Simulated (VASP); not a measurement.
# In2O3 (R-3c) in VASP: single point with PBE

Aim: the single point of In2O3 with PBE.

Program: VASP 6.6.1. These are calculated values, not measurements. Logs are shortened: lines on timing, memory, paths and dates and some standing lists are left out, and cuts for length are marked.

## (1) The cell of the first run

It takes space group R-3c (No. 167, trigonal). Conventional cell: a = 5.575 Å, b = 5.575 Å, c = 14.757 Å, α = 90.00°, β = 90.00°, γ = 120.00°. In (site symmetry 3) has 6 O at 2.16 to 2.29 Å within 2.9 Å. Within 3.0 Å of O (site symmetry 2) lie 4 In at 2.16 to 2.29 Å and 4 O at 2.86 to 2.98 Å.

## (2) Single point, PBE

INCAR

```
PREC = Accurate
ENCUT = 520
EDIFF = 1E-7
ISMEAR = 0
SIGMA = 0.02
LREAL = F
LASPH = T
NELM = 60
ALGO = Normal
ISIF = 2
LWAVE = F
LCHARG = F
GGA = PE
NBANDS = 55
```

KPOINTS

```
regular mesh
0
Gamma
  6 6 6
```

POSCAR

```
In2O3
1.0
    2.7876173788      1.6094316441      4.9190318982
   -2.7876173788      1.6094316441      4.9190318982
    0.0000000000     -3.2188632881      4.9190318982
In O
4 6
Direct
    0.6427971166      0.6427971166      0.6427971166
    0.8572028834      0.8572028834      0.8572028834
    0.3572028834      0.3572028834      0.3572028834
    0.1427971166      0.1427971166      0.1427971166
    0.0465672034      0.7500000000      0.4534327966
    0.7500000000      0.4534327966      0.0465672034
    0.4534327966      0.0465672034      0.7500000000
    0.9534327966      0.2500000000      0.5465672034
    0.5465672034      0.9534327966      0.2500000000
    0.2500000000      0.5465672034      0.9534327966
```

Potentials or basis: VASP PAW PBE potentials, release 64 (In_d, O).

Command:

```console
$ cat potpaw_PBE.64/In_d/POTCAR potpaw_PBE.64/O/POTCAR > POTCAR
$ mpirun -np 1 vasp_std > vasp.out
```

OUTCAR:

```text
PREC = Accurate
   ENCUT = 520
   EDIFF = 1E-7
   ISMEAR = 0
   LREAL = F
   LASPH = T
   NELM = 60
   ISIF = 2
   GGA = PE

 ion  position               nearest neighbor table
   1  0.643  0.643  0.643-   8 2.16   9 2.16  10 2.16   7 2.29   6 2.29   5 2.29   2 3.16   3 3.30
                             3 3.30   3 3.30   2 3.67   2 3.67   2 3.67
   2  0.857  0.857  0.857-  10 2.16   9 2.16   8 2.16   7 2.29   5 2.29   6 2.29   1 3.16   4 3.30
                             4 3.30   4 3.30   1 3.67   1 3.67   1 3.67
   3  0.357  0.357  0.357-   5 2.16   7 2.16   6 2.16   9 2.29  10 2.29   8 2.29   4 3.16   1 3.30
                             1 3.30   1 3.30   4 3.67   4 3.67   4 3.67
   4  0.143  0.143  0.143-   6 2.16   7 2.16   5 2.16   9 2.29   8 2.29  10 2.29   3 3.16   2 3.30
                             2 3.30   2 3.30   3 3.67   3 3.67   3 3.67
   5  0.047  0.750  0.453-   3 2.16   4 2.16   2 2.29   1 2.29
   6  0.750  0.453  0.047-   4 2.16   3 2.16   1 2.29   2 2.29
   7  0.453  0.047  0.750-   3 2.16   4 2.16   1 2.29   2 2.29
   8  0.953  0.250  0.547-   1 2.16   2 2.16   4 2.29   3 2.29
   9  0.547  0.953  0.250-   1 2.16   2 2.16   3 2.29   4 2.29
  10  0.250  0.547  0.953-   2 2.16   1 2.16   3 2.29   4 2.29

  LATTYP: Found a trigonal (rhomboedric) cell.
 ALAT       =     5.8786015074
 COS(alpha) =     0.5502737070

  Lattice vectors:

 A1 = (   2.7876173788,   1.6094316441,   4.9190318982)
 A2 = (  -2.7876173788,   1.6094316441,   4.9190318982)
 A3 = (   0.0000000000,  -3.2188632881,   4.9190318982)

Analysis of symmetry for initial positions (statically):
=====================================================================
 Subroutine PRICEL returns:
 Original cell was already a primitive cell.

 Routine SETGRP: Setting up the symmetry group for a
 trigonal (rhombohedral) supercell.

 Subroutine GETGRP returns: Found 12 space group operations
 (whereof  6 operations were pure point group operations)
 out of a pool of 12 trial point group operations.

The static configuration has the point symmetry S_6 .
 The point group associated with its full space group is D_3d.

Analysis of symmetry for dynamics (positions and initial velocities):
=====================================================================
 Subroutine PRICEL returns:
 Original cell was already a primitive cell.

 Routine SETGRP: Setting up the symmetry group for a
 trigonal (rhombohedral) supercell.

 Subroutine GETGRP returns: Found 12 space group operations
 (whereof  6 operations were pure point group operations)
 out of a pool of 12 trial point group operations.

The dynamic configuration has the point symmetry S_6 .
 The point group associated with its full space group is D_3d.

 Subroutine INISYM returns: Found 12 space group operations
 (whereof  6 operations are pure point group operations),
 and found     1 'primitive' translations

----------------------------------------------------------------------------------------

                                     Primitive cell

  volume of cell :     132.4148

  direct lattice vectors                    reciprocal lattice vectors
     2.787617379  1.609431644  4.919031898     0.179364644  0.103556226  0.067764011
    -2.787617379  1.609431644  4.919031898    -0.179364644  0.103556226  0.067764011
     0.000000000 -3.218863288  4.919031898     0.000000000 -0.207112452  0.067764011

  length of vectors
     5.878601507  5.878601507  5.878601507     0.217916334  0.217916334  0.217916334

  position of ions in fractional coordinates (direct lattice)
     0.642797117  0.642797117  0.642797117
     0.857202883  0.857202883  0.857202883
     0.357202883  0.357202883  0.357202883
     0.142797117  0.142797117  0.142797117
     0.046567203  0.750000000  0.453432797
     0.750000000  0.453432797  0.046567203
     0.453432797  0.046567203  0.750000000
     0.953432797  0.250000000  0.546567203
     0.546567203  0.953432797  0.250000000
     0.250000000  0.546567203  0.953432797

  ion indices of the primitive-cell ions
   primitive index   ion index
                 1           1
                 2           2
                 3           3
                 4           4
                 5           5
                 6           6
                 7           7
                 8           8
                 9           9
                10          10

----------------------------------------------------------------------------------------

 KPOINTS: regular mesh

Automatic generation of k-mesh.
 Grid dimensions read from file:
 generate k-points for:    6    6    6

 Generating k-lattice:

  Cartesian coordinates                     Fractional coordinates (reciprocal lattice)
     0.029894107  0.017259371  0.011294002     0.166666667  0.000000000  0.000000000
    -0.029894107  0.017259371  0.011294002     0.000000000  0.166666667  0.000000000
     0.000000000 -0.034518742  0.011294002     0.000000000  0.000000000  0.166666667

  Length of vectors
     0.036319389  0.036319389  0.036319389

  Shift w.r.t. Gamma in fractional coordinates (k-lattice)
     0.000000000  0.000000000  0.000000000

 Subroutine IBZKPT returns following result:
 ===========================================

 Found     32 irreducible k-points:

 Following reciprocal coordinates:
            Coordinates               Weight
  0.000000  0.000000  0.000000      1.000000
  0.166667 -0.000000 -0.000000      6.000000
  0.333333  0.000000 -0.000000      6.000000
  0.500000 -0.000000 -0.000000      3.000000
  0.166667  0.166667 -0.000000      6.000000
  0.333333  0.166667 -0.000000     12.000000
[... 16 lines left out ...]
  0.500000  0.500000  0.166667      6.000000
 -0.333333  0.500000  0.166667     12.000000
 [... further k-points ...]
   k-points           NKPTS =     32   k-points in BZ     NKDIM =     32   number of bands    NBANDS=     55
   number of dos      NEDOS =    301   number of ions     NIONS =     10
   total plane-waves  NPLWV = 110592
   dimension x,y,z NGX =    48 NGY =   48 NGZ =   48
   dimension x,y,z NGXF=    96 NGYF=   96 NGZF=   96
   ions per type =               4   6
   NGX,Y,Z   is equivalent  to a cutoff of  13.57, 13.57, 13.57 a.u.
   NGXF,Y,Z  is equivalent  to a cutoff of  27.15, 27.15, 27.15 a.u.
 SYSTEM =  unknown system
   PREC   = accura    normal or accurate (medium, high low for compatibility)
   ISTART =      0    job   : 0-new  1-cont  2-samecut
   ICHARG =      2    charge: 1-file 2-atom 10-const
   ISPIN  =      1    spin polarized calculation?
   LNONCOLLINEAR =      F non collinear calculations
   LSORBIT =      F    spin-orbit coupling
   LASPH  =      T    aspherical Exc in radial PAW
   ENCUT  =  520.0 eV  38.22 Ry    6.18 a.u.  10.93 10.93 10.93*2*pi/ulx,y,z
   NELM   =     60;   NELMIN=  2; NELMDL= -5     # of ELM steps
   EDIFF  = 0.1E-06   stopping-criterion for ELM
   LREAL  =      F    real-space projection
   EDIFFG = 0.1E-05   stopping-criterion for IOM
   NSW    =      0    number of steps for IOM
   IBRION =     -1    ionic relax: 0-MD 1-quasi-New 2-CG
   NFREE  =      0    steps in history (QN), initial steepest desc. (CG)
   ISIF   =      2    stress and relaxation
   ISYM   =      2    0-nonsym 1-usesym 2-fastsym
   POTIM  = 0.5000    time-step for ionic-motion
   TEBEG  =    0.0;   TEEND  =   0.0 temperature during run
   PSTRESS=    0.0 pullay stress
   NELECT =      88.0000    total number of electrons
   NUPDOWN=      -1.0000    fix difference up-down
   EMIN   =  10.00;   EMAX   =-10.00  energy-range for DOS
   EFERMI =   0.00;   METHOD = LEGACY
   ISMEAR =     0;   SIGMA  =   0.02  broadening in eV -4-tet -1-fermi 0-gaus
   EFERMI_NEDOS =   21; number of points for ismear=-14 and -15
   IALGO  =     38    algorithm
   IMIX   =      4    mixing-type and parameters
     AMIX     =   0.40;   BMIX     =  1.00
     AMIX_MAG =   1.60;   BMIX_MAG =  1.00
  volume/ion in A,a.u.               =      13.24        89.36
  Fermi-wavevector in a.u.,A,eV,Ry     =   1.428642  2.699743 27.769750  2.041019
  Thomas-Fermi vector in A             =   2.548682
   LORBIT       =      0    0 simple, 1 ext, 2 COOP (PROOUT), +10 PAW based schemes
   GGA     = PE    functional components
   LHFCALC =     F    Hartree Fock is set to
   AEXX    =    0.0000 exact exchange contribution
   IVDW    =     0    specifies the selected vdW correction
   LEPSILON=     F    determine dielectric tensor
   LRPA    =     F    only Hartree local field effects (RPA)
 non-spin polarized calculation
 Gauss-broadening in eV      SIGMA  =   0.02
  energy-cutoff  :      520.00
  volume of cell :      132.41
 maximum number of plane-waves:      3589
 NGX is ok and might be reduce to    48
   NGX = 21   NGY = 21   NGZ = 21

 number of electron      88.0000007 magnetization

 Free energy of the ion-electron system (eV)
  ---------------------------------------------------
  ext. energy  EPLUGINS =         0.00000000
  ---------------------------------------------------
  free energy    TOTEN  =       -55.47546337 eV

  energy without entropy =      -55.47546337  energy(sigma->0) =      -55.47546337

 E-fermi :   5.1920     XC(G=0): -10.9763

 val. band max:        5.0621799090   @ k =  -0.1667   0.1667   0.0000
 cond. band min:       6.0229319354   @ k =   0.0000   0.0000   0.0000
 fundamental gap:      0.9607520265
 Fermi energy:         5.1919656960

 k-point     1 :       0.0000    0.0000    0.0000
  band No.  band energies     occupation
      1     -12.2831      2.00000
      2     -11.4817      2.00000
      3     -11.4817      2.00000
      4     -11.2857      2.00000
      5     -11.2857      2.00000
      6     -11.2056      2.00000
[... 47 lines left out ...]
     54      14.7058      0.00000
     55      15.1785      0.00000

 k-point     2 :       0.1667   -0.0000   -0.0000
  band No.  band energies     occupation
      1     -12.2133      2.00000
      2     -11.4730      2.00000
      3     -11.4679      2.00000
      4     -11.3476      2.00000
      5     -11.3007      2.00000
      6     -11.2296      2.00000
[... 47 lines left out ...]
     54      15.2715      0.00000
     55      15.2759      0.00000
[... 1216 lines left out ...]
     54      15.6999      0.00000
     55      16.1833      0.00000

 k-point    24 :      -0.3333    0.5000    0.1667
  band No.  band energies     occupation
      1     -11.8221      2.00000
      2     -11.6925      2.00000
      3     -11.4947      2.00000
      4     -11.4301      2.00000
      5     -11.3245      2.00000
      6     -11.2375      2.00000
[... 47 lines left out ...]
     54      15.4106      0.00000
     55      16.0354      0.00000

 [... further k-points ...]
[... 5 lines left out ...]
  --------------------------------------------------------------------------------------
  -------------------------------------------------------------------------------------
  Total        0.3816746      0.3816746      0.2461777      0.0000000      0.0000000      0.0000000
  in kB        4.6181421      4.6181421      2.9786721      0.0000000      0.0000000      0.0000000
  external PRESSURE =       4.0716521 kB  Pullay stress =       0.0000000 kB

 VOLUME and BASIS-vectors are now :
 -----------------------------------------------------------------------------
  energy-cutoff  :      520.00
  volume of cell :      132.41
      direct lattice vectors                 reciprocal lattice vectors
     2.787617379  1.609431644  4.919031898     0.179364644  0.103556226  0.067764011
    -2.787617379  1.609431644  4.919031898    -0.179364644  0.103556226  0.067764011
     0.000000000 -3.218863288  4.919031898     0.000000000 -0.207112452  0.067764011

 POSITION                                       TOTAL-FORCE (eV/Angst)
 -----------------------------------------------------------------------------------
      0.00000      0.00000      9.48582        -0.000000      0.000000      0.012473
      0.00000      0.00000     12.64982        -0.000000     -0.000000     -0.012473
      0.00000      0.00000      5.27128        -0.000000     -0.000000     -0.012473
      0.00000      0.00000      2.10727        -0.000000      0.000000      0.012473
     -1.96090     -0.17752      6.14879        -0.005939     -0.010286      0.000000
      0.82672      1.78695      6.14879        -0.005939      0.010286      0.000000
      1.13419     -1.60943      6.14879         0.011878     -0.000000      0.000000
      1.96090      0.17752      8.60831         0.005939      0.010286      0.000000
     -1.13419      1.60943      8.60831        -0.011878     -0.000000      0.000000
     -0.82672     -1.78695      8.60831         0.005939     -0.010286      0.000000
 -----------------------------------------------------------------------------------
    total drift:                                0.000000      0.000000      0.000000

  FREE ENERGIE OF THE ION-ELECTRON SYSTEM (eV)
  ---------------------------------------------------
  free  energy   TOTEN  =       -55.4754633722 eV

  energy  without entropy=      -55.4754633722  energy(sigma->0) =      -55.47546337
```

Wall time 11 min (1 thread of AMD EPYC 7R13, shared host); peak memory 0.37 GiB.

Results:

```yaml
Free_energy: -55.4755 eV
Pressure: 0.4 GPa
Largest_force: 0.012 eV/Å
Band_gap_on_the_k_mesh: 0.96 eV (least direct gap 1.04 eV)
```

Forces in eV/Å, atoms in the order of the input:
```
In   0.000  0.000  0.012
In   0.000  0.000 -0.012
In   0.000  0.000 -0.012
In   0.000  0.000  0.012
O   -0.006 -0.010  0.000
O   -0.006  0.010  0.000
O    0.012  0.000  0.000
O    0.006  0.010  0.000
O   -0.012  0.000  0.000
O    0.006 -0.010  0.000
```

Stress tensor (GPa, compression positive):
```
0.46 0.00 0.00
0.00 0.46 0.00
0.00 0.00 0.30
```

Levels at points of the mesh, in eV from the valence-band top:
```csv
k point,band 40,band 41,band 42,band 43,band 44,band 45,band 46,band 47,band 48,band 49
"(0.00, 0.00, 0.00)",-0.35,-0.24,-0.24,-0.08,-0.08,0.96,5.32,5.85,6.95,8.84
"(0.50, 0.00, 0.00)",-0.83,-0.72,-0.72,-0.06,-0.06,4.62,4.62,5.54,5.54,8.18
"(0.50, 0.50, 0.00)",-0.79,-0.52,-0.35,-0.10,-0.05,4.81,5.18,6.06,6.21,7.11
"(0.50, 0.50, 0.50)",-1.03,-0.19,-0.19,-0.19,-0.19,4.10,4.10,6.72,6.72,8.09
```

Caveat: spin-orbit coupling is left out, which moves the levels of the heavy elements.
